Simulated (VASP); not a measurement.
Write the native input for VASP 6.6.1 that does the following.

```yaml
Task: relaxation of cell and atoms
Functional: r2SCAN
Potentials_or_basis: VASP PAW PBE potentials, release 64 (Mg, O)
Cutoff: 600 eV
k_mesh: 9 × 9 × 2
Occupations: gaussian, width 0.02 eV
Spin: no spin polarisation
Dipole_correction: no
Further_INCAR_settings: ALGO = Normal; EDIFF = 1e-06; IBRION = 2; EDIFFG = -0.01; NSW = 65; ISIF = 3
```

The system is MgO.

```
Mg O
1.0
     3.28865    0.00000    0.00000
    -1.64433    2.84806    0.00000
     0.00000    0.00000   10.06677
Mg O
4 4
Direct
  0.00000 0.00000 0.00000
  0.33333 0.66667 0.25000
  0.66667 0.33333 0.50000
  0.33333 0.66667 0.75000
  0.00000 0.00000 0.18750
  0.33333 0.66667 0.43750
  0.66667 0.33333 0.68750
  0.33333 0.66667 0.93750
```

One way to write it, as run:

POSCAR

```
MgO
1.0
    3.2886533791      0.0000000000      0.0000000000
   -1.6443266895      2.8480573705      0.0000000000
    0.0000000000      0.0000000000     10.0667738086
Mg O
4 4
Direct
    0.0000000000      0.0000000000      0.0000000000
    0.3333333333      0.6666666667      0.2500000000
    0.6666666667      0.3333333333      0.5000000000
    0.3333333333      0.6666666667      0.7500000000
    0.0000000000      0.0000000000      0.1875000000
    0.3333333333      0.6666666667      0.4375000000
    0.6666666667      0.3333333333      0.6875000000
    0.3333333333      0.6666666667      0.9375000000
```

INCAR.step1

```
SYSTEM = MgO
PREC = Accurate
ENCUT = 600
ISMEAR = 0
SIGMA = 0.02
LREAL = .FALSE.
LASPH = .TRUE.
NELM = 100
GGA = PE
ALGO = Normal
EDIFF = 1E-4
LWAVE = .TRUE.
LCHARG = .FALSE.
```

INCAR.step2

```
SYSTEM = MgO
PREC = Accurate
ENCUT = 600
EDIFF = 1E-6
ISMEAR = 0
SIGMA = 0.02
LREAL = .FALSE.
LASPH = .TRUE.
NELM = 100
ALGO = Normal
ISIF = 3
LWAVE = .FALSE.
LCHARG = .FALSE.
METAGGA = R2SCAN
LMIXTAU = .TRUE.
IBRION = 2
NSW = 65
EDIFFG = -0.01
ISTART = 1
```

KPOINTS

```
Automatic mesh
0
G
  9 9 2
  0 0 0
```

Potentials or basis: VASP PAW PBE potentials, release 64 (Mg, O).

Run with:

```sh
$ cat potpaw_PBE.64/Mg/POTCAR potpaw_PBE.64/O/POTCAR > POTCAR
$ cp INCAR.step1 INCAR
$ mpirun -np 1 vasp_std > vasp.out
$ cp INCAR.step2 INCAR
$ mpirun -np 1 vasp_std > vasp.out
```

Results of the run:

```json
{
  "Relaxed volume": "11.80 Å³/atom",
  "Relaxed cell": "a = 3.240 Å, b = 3.240 Å, c = 10.379 Å, α = 90.00°, β = 90.00°, γ = 120.00°",
  "Space group after relaxing (to 0.1 Å)": "P6_3mc (No. 186)",
  "Energy gained by relaxing": "23.3 meV/atom",
  "Ionic steps": "10",
  "Pressure after relaxing": "0.0 GPa",
  "Largest force after relaxing": "0.009 eV/Å",
  "Band gap on the k mesh": "4.33 eV"
}
```

Caveat: the PAW data sets were made with another functional, which shifts forces and pressure a little.

Run time: 14 min on 1 thread of Intel(R) Xeon(R) 6975P-C (Granite Rapids), with other jobs on the host, peak memory 0.29 GiB.
